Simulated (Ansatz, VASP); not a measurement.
**One calculation of SnO2, two programs**

```xyz
6
Lattice="4.7223 0.0000 0.0000 0.0000 4.7229 0.0000 0.0000 0.0000 3.1904" Properties=species:S:1:pos:R:3 pbc="T T T"
Sn    2.3611    2.3614    1.5952
Sn    0.0000    0.0000    0.0000
O     1.4449    1.2622    0.0000
O     3.8061    1.0992    1.5952
O     0.9162    3.6237    1.5952
O     3.2773    3.4606    0.0000
```

Alike in both runs: task single point; functional LDA; k mesh 6 × 6 × 8; occupations gaussian, width 0.05 eV; no spin polarisation.

|  | VASP | Ansatz |
| --- | --- | --- |
| version | VASP 6.6.1 | Ansatz 0.2.0 |
| potentials or method | VASP PAW LDA potentials, release 64 (Sn_d, O), cutoff 520 eV | scalar-relativistic, plane waves, PAW |
| valence electrons in the cell | 52 | 52 |

|  | VASP | Ansatz | Ansatz less VASP |
| --- | --- | --- | --- |
| gap on the k mesh at the Fermi level (eV) | 1.09 | 1.07 | -0.026 |
| least direct gap on the mesh (eV) | 1.09 | 1.07 | -0.019 |
| pressure (GPa) | 1.7 | 0.8 | -0.98 |
| traceless stress, the component that is largest in VASP (GPa) | 6.43 | 6.30 | -0.136 |
| rms of the force components (eV/Å) | 1.342 | 1.323 | -0.0195 |

LDA's correlation is that of Perdew and Zunger in VASP and of Perdew and Wang (1992) in Ansatz. Atom by atom the forces differ by 0.020 eV/Å (rms over components).
